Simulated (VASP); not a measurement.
# Bi (P6_3/mmc) in VASP: a series of runs

Bi is run at these levels: revPBE; tasks: single point.

Everything below comes from runs of VASP 6.6.1. Logs are shortened: lines on timing, memory, paths and dates and some standing lists are left out, and cuts for length are marked.

## Step 1: The cell of the first run

The structure is hexagonal, space group P6_3/mmc (No. 194). The conventional cell has a = 3.565 Å, b = 3.565 Å, c = 5.865 Å, α = 90.00°, β = 90.00°, γ = 120.00°. Bi (site symmetry -6m2) has 12 Bi at 3.56 to 3.58 Å within 4.7 Å.

## Step 2: Single point, revPBE

Contents of INCAR:

```
SYSTEM = Bi
PREC = Accurate
ENCUT = 520
EDIFF = 1E-7
ISMEAR = -1
SIGMA = 0.1
LREAL = .False.
LASPH = .True.
NELM = 80
ALGO = Normal
ISIF = 2
LWAVE = .False.
LCHARG = .True.
GGA = RE
LELF = .True.
LVHAR = .True.
NBANDS = 22
```

Contents of KPOINTS:

```
Automatic mesh
0
Gamma
  17 17 9
  0 0 0
```

Contents of POSCAR:

```
Bi
1.0
    3.5645040821      0.0000000000      0.0000000000
   -1.7822520411      3.0869510870      0.0000000000
    0.0000000000      0.0000000000      5.8650043133
Bi
2
Direct
    0.3333333333      0.6666666667      0.2500000000
    0.6666666667      0.3333333333      0.7500000000
```

Potentials or basis: VASP PAW PBE potentials, release 64 (Bi_d).

Run with:

```sh
cat potpaw_PBE.64/Bi_d/POTCAR > POTCAR
mpirun -np 1 vasp_std > vasp.out
```

OUTCAR:

```text
SYSTEM = Bi
   PREC = Accurate
   ENCUT = 520
   EDIFF = 1E-7
   ISMEAR = -1
   LREAL = .False.
   LASPH = .True.
   NELM = 80
   ISIF = 2
   GGA = RE

 ion  position               nearest neighbor table
   1  0.333  0.667  0.250-   2 3.58   2 3.58   2 3.58   2 3.58   2 3.58   2 3.58
   2  0.667  0.333  0.750-   1 3.58   1 3.58   1 3.58   1 3.58   1 3.58   1 3.58

  LATTYP: Found a hexagonal cell.
 ALAT       =     3.5645040821
 C/A-ratio  =     1.6453913864

  Lattice vectors:

 A1 = (   3.5645040821,   0.0000000000,   0.0000000000)
 A2 = (  -1.7822520411,   3.0869510870,   0.0000000000)
 A3 = (   0.0000000000,   0.0000000000,   5.8650043133)

Analysis of symmetry for initial positions (statically):
=====================================================================
 Subroutine PRICEL returns:
 Original cell was already a primitive cell.

 Routine SETGRP: Setting up the symmetry group for a
 hexagonal supercell.

 Subroutine GETGRP returns: Found 24 space group operations
 (whereof 12 operations were pure point group operations)
 out of a pool of 24 trial point group operations.

The static configuration has the point symmetry D_3d.
 The point group associated with its full space group is D_6h.

Analysis of symmetry for dynamics (positions and initial velocities):
=====================================================================
 Subroutine PRICEL returns:
 Original cell was already a primitive cell.

 Routine SETGRP: Setting up the symmetry group for a
 hexagonal supercell.

 Subroutine GETGRP returns: Found 24 space group operations
 (whereof 12 operations were pure point group operations)
 out of a pool of 24 trial point group operations.

The dynamic configuration has the point symmetry D_3d.
 The point group associated with its full space group is D_6h.

 Subroutine INISYM returns: Found 24 space group operations
 (whereof 12 operations are pure point group operations),
 and found     1 'primitive' translations

----------------------------------------------------------------------------------------

                                     Primitive cell

  volume of cell :      64.5353

  direct lattice vectors                    reciprocal lattice vectors
     3.564504082  0.000000000  0.000000000     0.280543935  0.161972116  0.000000000
    -1.782252041  3.086951087  0.000000000     0.000000000  0.323944232  0.000000000
     0.000000000  0.000000000  5.865004313     0.000000000  0.000000000  0.170502858

  length of vectors
     3.564504082  3.564504082  5.865004313     0.323944232  0.323944232  0.170502858

  position of ions in fractional coordinates (direct lattice)
     0.333333333  0.666666667  0.250000000
     0.666666667  0.333333333  0.750000000

  ion indices of the primitive-cell ions
   primitive index   ion index
                 1           1
                 2           2

----------------------------------------------------------------------------------------

 KPOINTS: Automatic mesh

Automatic generation of k-mesh.
 Grid dimensions read from file:
 generate k-points for:   17   17    9

 Generating k-lattice:

  Cartesian coordinates                     Fractional coordinates (reciprocal lattice)
     0.016502584  0.009527772  0.000000000     0.058823529  0.000000000  0.000000000
     0.000000000  0.019055543  0.000000000     0.000000000  0.058823529  0.000000000
     0.000000000  0.000000000  0.018944762     0.000000000  0.000000000  0.111111111

  Length of vectors
     0.019055543  0.019055543  0.018944762

  Shift w.r.t. Gamma in fractional coordinates (k-lattice)
     0.000000000  0.000000000  0.000000000

 Subroutine IBZKPT returns following result:
 ===========================================

 Found    165 irreducible k-points:

 Following reciprocal coordinates:
            Coordinates               Weight
  0.000000  0.000000  0.000000      1.000000
  0.058824  0.000000  0.000000      6.000000
  0.117647  0.000000  0.000000      6.000000
  0.176471  0.000000  0.000000      6.000000
  0.235294  0.000000  0.000000      6.000000
  0.294118  0.000000  0.000000      6.000000
[... 16 lines left out ...]
  0.411765  0.117647  0.000000     12.000000
  0.176471  0.176471  0.000000      6.000000
 [... further k-points ...]
   k-points           NKPTS =    165   k-points in BZ     NKDIM =    165   number of bands    NBANDS=     22
   number of dos      NEDOS =    301   number of ions     NIONS =      2
   total plane-waves  NPLWV =  37632
   dimension x,y,z NGX =    28 NGY =   28 NGZ =   48
   dimension x,y,z NGXF=    56 NGYF=   56 NGZF=   96
   ions per type =               2
   NGX,Y,Z   is equivalent  to a cutoff of  13.06, 13.06, 13.61 a.u.
   NGXF,Y,Z  is equivalent  to a cutoff of  26.12, 26.12, 27.21 a.u.
 SYSTEM =  Bi
   PREC   = accura    normal or accurate (medium, high low for compatibility)
   ISTART =      0    job   : 0-new  1-cont  2-samecut
   ICHARG =      2    charge: 1-file 2-atom 10-const
   ISPIN  =      1    spin polarized calculation?
   LNONCOLLINEAR =      F non collinear calculations
   LSORBIT =      F    spin-orbit coupling
   LASPH  =      T    aspherical Exc in radial PAW
   ENCUT  =  520.0 eV  38.22 Ry    6.18 a.u.   6.63  6.63 10.91*2*pi/ulx,y,z
   NELM   =     80;   NELMIN=  2; NELMDL= -5     # of ELM steps
   EDIFF  = 0.1E-06   stopping-criterion for ELM
   LREAL  =      F    real-space projection
   EDIFFG = 0.1E-05   stopping-criterion for IOM
   NSW    =      0    number of steps for IOM
   IBRION =     -1    ionic relax: 0-MD 1-quasi-New 2-CG
   NFREE  =      0    steps in history (QN), initial steepest desc. (CG)
   ISIF   =      2    stress and relaxation
   ISYM   =      2    0-nonsym 1-usesym 2-fastsym
   POTIM  = 0.5000    time-step for ionic-motion
   TEBEG  =    0.0;   TEEND  =   0.0 temperature during run
   PSTRESS=    0.0 pullay stress
   NELECT =      30.0000    total number of electrons
   NUPDOWN=      -1.0000    fix difference up-down
   EMIN   =  10.00;   EMAX   =-10.00  energy-range for DOS
   EFERMI =   0.00;   METHOD = LEGACY
   ISMEAR =    -1;   SIGMA  =   0.10  broadening in eV -4-tet -1-fermi 0-gaus
   EFERMI_NEDOS =   21; number of points for ismear=-14 and -15
   IALGO  =     38    algorithm
   IMIX   =      4    mixing-type and parameters
     AMIX     =   0.40;   BMIX     =  1.00
     AMIX_MAG =   1.60;   BMIX_MAG =  1.00
  volume/ion in A,a.u.               =      32.27       217.75
  Fermi-wavevector in a.u.,A,eV,Ry     =   1.268186  2.396523 21.882181  1.608295
  Thomas-Fermi vector in A             =   2.401294
   LORBIT       =      0    0 simple, 1 ext, 2 COOP (PROOUT), +10 PAW based schemes
   GGA     = RE    functional components
   LHFCALC =     F    Hartree Fock is set to
   AEXX    =    0.0000 exact exchange contribution
   IVDW    =     0    specifies the selected vdW correction
   LEPSILON=     F    determine dielectric tensor
   LRPA    =     F    only Hartree local field effects (RPA)
 non-spin polarized calculation
  energy-cutoff  :      520.00
  volume of cell :       64.54
 maximum number of plane-waves:      1774
 NGX is ok and might be reduce to    28
   NGX = 13   NGY = 13   NGZ = 21

 number of electron      30.0000001 magnetization

 Free energy of the ion-electron system (eV)
  ---------------------------------------------------
  ext. energy  EPLUGINS =         0.00000000
  ---------------------------------------------------
  free energy    TOTEN  =        -6.85491108 eV

  energy without entropy =       -6.81291519  energy(sigma->0) =       -6.83391314

 E-fermi :   7.6576     XC(G=0): -10.0647

 val. band max:        7.6538825362   @ k =   0.3529   0.2353   0.0000
 cond. band min:       7.6736148013   @ k =   0.1765   0.0000   0.1111
 fundamental gap:      0.0197322651
 Fermi energy:         7.6575508190

 k-point     1 :       0.0000    0.0000    0.0000
  band No.  band energies     occupation
      1     -15.4912      2.00000
      2     -15.4807      2.00000
      3     -15.4719      2.00000
      4     -15.4719      2.00000
      5     -15.4648      2.00000
      6     -15.4648      2.00000
[... 14 lines left out ...]
     21      16.9953      0.00000
     22      17.9442      0.00000

 k-point     2 :       0.0588    0.0000    0.0000
  band No.  band energies     occupation
      1     -15.4907      2.00000
      2     -15.4807      2.00000
      3     -15.4703      2.00000
      4     -15.4680      2.00000
      5     -15.4630      2.00000
      6     -15.4609      2.00000
[... 14 lines left out ...]
     21      16.7882      0.00000
     22      17.7701      0.00000

 k-point     3 :       0.1176    0.0000    0.0000
  band No.  band energies     occupation
      1     -15.4933      2.00000
      2     -15.4784      2.00000
      3     -15.4670      2.00000
      4     -15.4569      2.00000
      5     -15.4552      2.00000
      6     -15.4516      2.00000
[... 14 lines left out ...]
     21      16.9706      0.00000
     22      16.9943      0.00000

 k-point     4 :       0.1765    0.0000    0.0000
  band No.  band energies     occupation
      1     -15.5013      2.00000
      2     -15.4701      2.00000
      3     -15.4667      2.00000
      4     -15.4586      2.00000
      5     -15.4557      2.00000
      6     -15.4400      2.00000
[... 14 lines left out ...]
     21      16.6827      0.00000
     22      17.4705      0.00000

 k-point     5 :       0.2353    0.0000    0.0000
  band No.  band energies     occupation
      1     -15.5111      2.00000
      2     -15.4695      2.00000
      3     -15.4673      2.00000
      4     -15.4616      2.00000
      5     -15.4571      2.00000
      6     -15.4204      2.00000
[... 14 lines left out ...]
     21      16.3407      0.00000
     22      17.3105      0.00000

 k-point     6 :       0.2941    0.0000    0.0000
  band No.  band energies     occupation
      1     -15.5209      2.00000
      2     -15.4768      2.00000
      3     -15.4724      2.00000
      4     -15.4674      2.00000
      5     -15.4440      2.00000
      6     -15.4075      2.00000
[... 14 lines left out ...]
     21      16.0275      0.00000
     22      17.3794      0.00000

 k-point     7 :       0.3529   -0.0000    0.0000
  band No.  band energies     occupation
      1     -15.5295      2.00000
      2     -15.4857      2.00000
      3     -15.4755      2.00000
      4     -15.4725      2.00000
      5     -15.4320      2.00000
      6     -15.4163      2.00000
[... 324 lines left out ...]
      6     -15.4176      2.00000
[... 14 lines left out ...]
     21      17.0036      0.00000
     22      17.2317      0.00000

 k-point    21 :       0.2941    0.1176    0.0000
  band No.  band energies     occupation
      1     -15.5133      2.00000
      2     -15.4915      2.00000
      3     -15.4692      2.00000
      4     -15.4642      2.00000
      5     -15.4387      2.00000
      6     -15.4172      2.00000
[... 14 lines left out ...]
     21      17.3072      0.00000
     22      17.4665      0.00000

 k-point    22 :       0.3529    0.1176    0.0000
  band No.  band energies     occupation
      1     -15.5190      2.00000
      2     -15.4990      2.00000
      3     -15.4704      2.00000
      4     -15.4641      2.00000
      5     -15.4275      2.00000
      6     -15.4240      2.00000
[... 14 lines left out ...]
     21      17.2218      0.00000
     22      17.9912      0.00000

 k-point    23 :       0.4118    0.1176    0.0000
  band No.  band energies     occupation
      1     -15.5220      2.00000
      2     -15.5031      2.00000
      3     -15.4709      2.00000
      4     -15.4646      2.00000
      5     -15.4278      2.00000
      6     -15.4204      2.00000
[... 14 lines left out ...]
     21      17.1627      0.00000
     22      18.3686      0.00000

 k-point    24 :       0.1765    0.1765    0.0000
  band No.  band energies     occupation
      1     -15.4871      2.00000
      2     -15.4830      2.00000
      3     -15.4814      2.00000
      4     -15.4659      2.00000
      5     -15.4373      2.00000
      6     -15.4350      2.00000
[... 14 lines left out ...]
     21      16.4237      0.00000
     22      16.9359      0.00000

 [... further k-points ...]
[... 5 lines left out ...]
  --------------------------------------------------------------------------------------
  -------------------------------------------------------------------------------------
  Total       -0.0388837     -0.0388837      0.1113554      0.0000000     -0.0000000      0.0000000
  in kB       -0.9653422     -0.9653422      2.7645519      0.0000000     -0.0000000      0.0000000
  external PRESSURE =       0.2779558 kB  Pullay stress =       0.0000000 kB

 VOLUME and BASIS-vectors are now :
 -----------------------------------------------------------------------------
  energy-cutoff  :      520.00
  volume of cell :       64.54
      direct lattice vectors                 reciprocal lattice vectors
     3.564504082  0.000000000  0.000000000     0.280543935  0.161972116  0.000000000
    -1.782252041  3.086951087  0.000000000     0.000000000  0.323944232  0.000000000
     0.000000000  0.000000000  5.865004313     0.000000000  0.000000000  0.170502858

 POSITION                                       TOTAL-FORCE (eV/Angst)
 -----------------------------------------------------------------------------------
     -0.00000      2.05797      1.46625         0.000000      0.000000      0.000000
      1.78225      1.02898      4.39875        -0.000000     -0.000000      0.000000
 -----------------------------------------------------------------------------------
    total drift:                                0.000000     -0.000000      0.000000

  FREE ENERGIE OF THE ION-ELECTRON SYSTEM (eV)
  ---------------------------------------------------
  free  energy   TOTEN  =        -6.8549110832 eV

  energy  without entropy=       -6.8129151920  energy(sigma->0) =       -6.83391314
```

It took 2.7 min on 1 thread of Intel Xeon Platinum 8259CL at 2.50GHz (Skylake/Cascade Lake), shared host; peak memory 0.31 GiB.

Results:

```yaml
Free_energy: -6.8549 eV
Pressure: 0.0 GPa
Band_gap_on_the_k_mesh: zero (band 15 reaches 11.48 eV, above the bottom of band 16 at 5.33 eV)
```

Stress tensor (GPa, compression positive):
```
-0.10  0.00  0.00
 0.00 -0.10  0.00
 0.00  0.00  0.28
```

Levels at points of the mesh, in eV from the Fermi level:
```csv
k point,band 11,band 12,band 13,band 14,band 15,band 16,band 17,band 18,band 19,band 20
"(0.00, 0.00, 0.00)",-13.37,-10.75,-5.11,3.26,3.26,4.67,4.71,4.71,6.84,7.83
```

Caveat: the PAW data sets were made with another functional, which shifts forces and pressure a little; spin-orbit coupling is left out, which moves the levels of the heavy elements.

## Step 3: Single point, revPBE

Contents of INCAR:

```
SYSTEM = Bi
ALGO = Normal
EDIFF = 1E-6
ENCUT = 520
GGA = RE
ISIF = 2
ISMEAR = -1
LASPH = .TRUE.
LCHARG = .FALSE.
LREAL = .FALSE.
LWAVE = .FALSE.
NBANDS = 22
NELM = 80
PREC = Accurate
SIGMA = 0.1
```

Contents of KPOINTS:

```
k-points
0
G
  10 10 6
  0 0 0
```

POSCAR is that of step 2.

Potentials or basis: VASP PAW PBE potentials, release 64 (Bi_d).

Run with:

```sh
cat potpaw_PBE.64/Bi_d/POTCAR > POTCAR
mpirun -np 1 vasp_std > vasp.out
```

Wall time 23 s (1 thread of Intel Xeon 6975P-C (Granite Rapids), shared host); peak memory 0.21 GiB.

Results (log left out):

- Free energy: -6.8663 eV
- Pressure: -0.1 GPa
- Band gap on the k mesh: zero (band 15 reaches 11.60 eV, above the bottom of band 16 at 5.27 eV)

Levels at points of the mesh, in eV from the Fermi level:
| k point | band 11 | band 12 | band 13 | band 14 | band 15 | band 16 | band 17 | band 18 | band 19 | band 20 |
| --- | --- | --- | --- | --- | --- | --- | --- | --- | --- | --- |
| (0.00, 0.00, 0.00) | -13.37 | -10.74 | -5.10 | 3.26 | 3.26 | 4.68 | 4.71 | 4.71 | 6.85 | 7.84 |
| (0.50, 0.00, 0.00) | -10.75 | -9.79 | -4.32 | -2.95 | -1.88 | 0.22 | 0.40 | 3.21 | 4.78 | 6.95 |
| (0.00, 0.00, 0.50) | -12.39 | -12.39 | -1.18 | -1.18 | 3.95 | 3.95 | 3.95 | 3.95 | 7.77 | 7.77 |
| (0.50, 0.00, 0.50) | -10.22 | -10.22 | -4.67 | -4.67 | 1.39 | 1.39 | 1.52 | 1.52 | 5.49 | 5.49 |

Caveat: the PAW data sets were made with another functional, which shifts forces and pressure a little; spin-orbit coupling is left out, which moves the levels of the heavy elements.

[end of part 1 of 2]
